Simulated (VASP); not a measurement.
# CuO (P4/mmm) in VASP: electric field gradients with PBE

Aim: the electric field gradients of CuO with PBE.

Program: VASP 6.6.1. These are calculated values, not measurements. Logs are shortened: lines on timing, memory, paths and dates and some standing lists are left out, and cuts for length are marked.

**1. The cell of the first run**

It takes space group P4/mmm (No. 123, tetragonal). The conventional cell has a = 4.161 Å, b = 4.161 Å, c = 3.888 Å, α = 90.00°, β = 90.00°, γ = 90.00°. Cu (site symmetry mmm) has 4 O at 1.94 to 2.08 Å within 2.6 Å. Within 2.6 Å of Cu (site symmetry 4/mmm) lie 6 O at 1.94 to 2.08 Å. Within 2.6 Å of O (site symmetry 4/mmm) lie 6 Cu at 1.94 to 2.08 Å. Within 2.6 Å of O (site symmetry mmm) lie 4 Cu at 1.94 to 2.08 Å.

**2. Electric field gradients, PBE**

The input, INCAR:

```
SYSTEM = CuO
ALGO     = Normal         ! electronic algorithm
EDIFF    = 1E-8           ! SCF threshold, eV
ENCUT    = 520            ! plane-wave cutoff, eV
GGA      = PE             ! functional
ISIF     = 2              ! what is computed and relaxed
ISMEAR   = -1             ! smearing method
LASPH    = .TRUE.         ! aspherical terms in the spheres
LCHARG   = .FALSE.        ! write CHGCAR
LEFG     = .TRUE.       
LREAL    = .FALSE.        ! projectors in reciprocal space
LWAVE    = .FALSE.        ! write WAVECAR
NBANDS   = 34             ! bands
NELM     = 100            ! most SCF steps
PREC     = Accurate       ! precision mode
SIGMA    = 0.05           ! smearing width, eV
```

The input, KPOINTS:

```
k-points
0
G
  7 7 7
  0 0 0
```

The input, POSCAR:

```
CuO
1.0
    4.1609370000      0.0000000000      0.0000000000
    0.0000000000      4.1609370000      0.0000000000
    0.0000000000      0.0000000000      3.8876430000
Cu O
3 3
Direct
    0.5000000000      0.0000000000      0.5000000000
    0.0000000000      0.5000000000      0.5000000000
    0.0000000000      0.0000000000      0.0000000000
    0.0000000000      0.0000000000      0.5000000000
    0.5000000000      0.0000000000      0.0000000000
    0.0000000000      0.5000000000      0.0000000000
```

Potentials or basis: VASP PAW PBE potentials, release 64 (Cu, O).

Started as:

```
$ cat potpaw_PBE.64/Cu/POTCAR potpaw_PBE.64/O/POTCAR > POTCAR
$ mpirun -np 1 vasp_std > vasp.out
```

OUTCAR:

```text
SYSTEM = CuO
   EDIFF = 1E-8
   ENCUT = 520
   GGA = PE
   ISIF = 2
   ISMEAR = -1
   LASPH = .TRUE.
   LREAL = .FALSE.
   NELM = 100
   PREC = Accurate

 ion  position               nearest neighbor table
   1  0.500  0.000  0.500-   5 1.94   5 1.94   4 2.08   4 2.08
   2  0.000  0.500  0.500-   6 1.94   6 1.94   4 2.08   4 2.08
   3  0.000  0.000  0.000-   4 1.94   4 1.94   6 2.08   5 2.08   6 2.08   5 2.08
   4  0.000  0.000  0.500-   3 1.94   3 1.94   1 2.08   2 2.08   2 2.08   1 2.08
   5  0.500  0.000  0.000-   1 1.94   1 1.94   3 2.08   3 2.08
   6  0.000  0.500  0.000-   2 1.94   2 1.94   3 2.08   3 2.08

  LATTYP: Found a simple tetragonal cell.
 ALAT       =     4.1609370000
 C/A-ratio  =     0.9343191209

  Lattice vectors:

 A1 = (   4.1609370000,   0.0000000000,   0.0000000000)
 A2 = (   0.0000000000,   4.1609370000,   0.0000000000)
 A3 = (   0.0000000000,   0.0000000000,   3.8876430000)

Analysis of symmetry for initial positions (statically):
=====================================================================
 Subroutine PRICEL returns:
 Original cell was already a primitive cell.

 Routine SETGRP: Setting up the symmetry group for a
 simple tetragonal supercell.

 Subroutine GETGRP returns: Found 16 space group operations
 (whereof 16 operations were pure point group operations)
 out of a pool of 16 trial point group operations.

The static configuration has the point symmetry D_4h.

Analysis of symmetry for dynamics (positions and initial velocities):
=====================================================================
 Subroutine PRICEL returns:
 Original cell was already a primitive cell.

 Routine SETGRP: Setting up the symmetry group for a
 simple tetragonal supercell.

 Subroutine GETGRP returns: Found 16 space group operations
 (whereof 16 operations were pure point group operations)
 out of a pool of 16 trial point group operations.

The dynamic configuration has the point symmetry D_4h.

 Subroutine INISYM returns: Found 16 space group operations
 (whereof 16 operations are pure point group operations),
 and found     1 'primitive' translations

----------------------------------------------------------------------------------------

[... 151 lines left out ...]
 cond. band min:       4.1828949978   @ k =   0.2857   0.2857   0.0000
 fundamental gap:      0.0587198501
 Fermi energy:         4.1373654418

 k-point     1 :       0.0000    0.0000    0.0000
  band No.  band energies     occupation
      1     -15.6486      2.00000
      2     -13.6350      2.00000
      3     -13.2090      2.00000
      4      -1.7525      2.00000
      5      -1.6041      2.00000
      6      -1.6041      2.00000
[... 877 lines left out ...]
     33      15.2601      0.00000
     34      16.3784      0.00000

 [... further k-points ...]
[... 5 lines left out ...]
  --------------------------------------------------------------------------------------
  -------------------------------------------------------------------------------------
  Total        0.9979250      0.9979250      0.9322538      0.0000000     -0.0000000      0.0000000
  in kB       23.7541689     23.7541689     22.1909609      0.0000000     -0.0000000      0.0000000
  external PRESSURE =      23.2330996 kB  Pullay stress =       0.0000000 kB

 VOLUME and BASIS-vectors are now :
 -----------------------------------------------------------------------------
  energy-cutoff  :      520.00
  volume of cell :       67.31
      direct lattice vectors                 reciprocal lattice vectors
     4.160937000  0.000000000  0.000000000     0.240330483  0.000000000  0.000000000
     0.000000000  4.160937000  0.000000000     0.000000000  0.240330483  0.000000000
     0.000000000  0.000000000  3.887643000     0.000000000  0.000000000  0.257225265

 POSITION                                       TOTAL-FORCE (eV/Angst)
 -----------------------------------------------------------------------------------
      2.08047      0.00000      1.94382         0.000000      0.000000      0.000000
      0.00000      2.08047      1.94382         0.000000      0.000000      0.000000
      0.00000      0.00000      0.00000         0.000000      0.000000      0.000000
      0.00000      0.00000      1.94382         0.000000      0.000000      0.000000
      2.08047      0.00000      0.00000         0.000000      0.000000      0.000000
      0.00000      2.08047      0.00000         0.000000      0.000000      0.000000
 -----------------------------------------------------------------------------------
    total drift:                                0.000000      0.000000     -0.000000

  FREE ENERGIE OF THE ION-ELECTRON SYSTEM (eV)
  ---------------------------------------------------
  free  energy   TOTEN  =       -27.9577682922 eV

  energy  without entropy=      -27.9271887062  energy(sigma->0) =      -27.94247850

 Electric field gradients (V/A^2)
---------------------------------------------------------------------
 ion       V_xx      V_yy      V_zz      V_xy      V_xz      V_yz
---------------------------------------------------------------------
   1       7.498    -5.538    -1.960     0.000     0.000     0.000
   2      -5.538     7.498    -1.960     0.000     0.000    -0.000
   3      12.096    12.096   -24.192    -0.000    -0.000    -0.000
   4      -0.575    -0.575     1.150     0.000    -0.000    -0.000
   5      72.957  -138.754    65.797     0.000    -0.000    -0.000
   6    -138.754    72.957    65.797    -0.000     0.000    -0.000
---------------------------------------------------------------------

 Electric field gradients after diagonalization (V/A^2)
 (convention: |V_zz| > |V_xx| > |V_yy|)
----------------------------------------------------------------------
 ion       V_xx      V_yy      V_zz     asymmetry (V_yy - V_xx)/ V_zz
----------------------------------------------------------------------
   1      -5.538    -1.960     7.498       0.477
   2      -5.538    -1.960     7.498       0.477
   3      12.096    12.096   -24.192       0.000
   4      -0.575    -0.575     1.150       0.000
   5      72.957    65.797  -138.754       0.052
   6      72.957    65.797  -138.754       0.052
----------------------------------------------------------------------

           NMR quadrupolar parameters

 Cq : quadrupolar parameter    Cq=e*Q*V_zz/h
 eta: asymmetry parameters     (V_yy - V_xx)/ V_zz
 Q  : nuclear electric quadrupole moment in mb (millibarn)
----------------------------------------------------------------------
 ion       Cq(MHz)       eta       Q (mb)
----------------------------------------------------------------------
   1       0.018       0.477       1.000
   2       0.018       0.477       1.000
   3      -0.058       0.000       1.000
   4       0.003       0.000       1.000
   5      -0.336       0.052       1.000
   6      -0.336       0.052       1.000
----------------------------------------------------------------------
```

It took 4.3 min on 1 thread of AMD EPYC, shared host; peak memory 0.19 GiB.

Results:

| Quantity | Value |
| --- | --- |
| Free energy | -27.9578 eV |
| Pressure | 2.3 GPa |
| Band gap on the k mesh | zero (an odd number of electrons rules out a gap without spin polarisation) |
| Largest electric field gradient by atom | Cu +7.5, -24.2 (each value once); O +1.1, -138.8 (each value once) V/Å² |

Electric field gradients, principal values (V/Å²):
| atom | least | middle | greatest (by size) |
| --- | --- | --- | --- |
| 1 Cu | -1.960 | -5.538 | 7.498 |
| 2 Cu | -1.960 | -5.538 | 7.498 |
| 3 Cu | 12.096 | 12.096 | -24.192 |
| 4 O | -0.575 | -0.575 | 1.150 |
| 5 O | 65.797 | 72.957 | -138.754 |
| 6 O | 65.797 | 72.957 | -138.754 |

Caveat: without QUAD_EFG the Cq values of the log hold for a quadrupole moment of 1 mb, not for the nuclei; an odd number of electrons without spin polarisation forces a metal; a magnetic or distorted state may lie lower; semilocal functionals often make such compounds metallic where correlation or magnetic order opens a gap, which also shifts bond lengths.
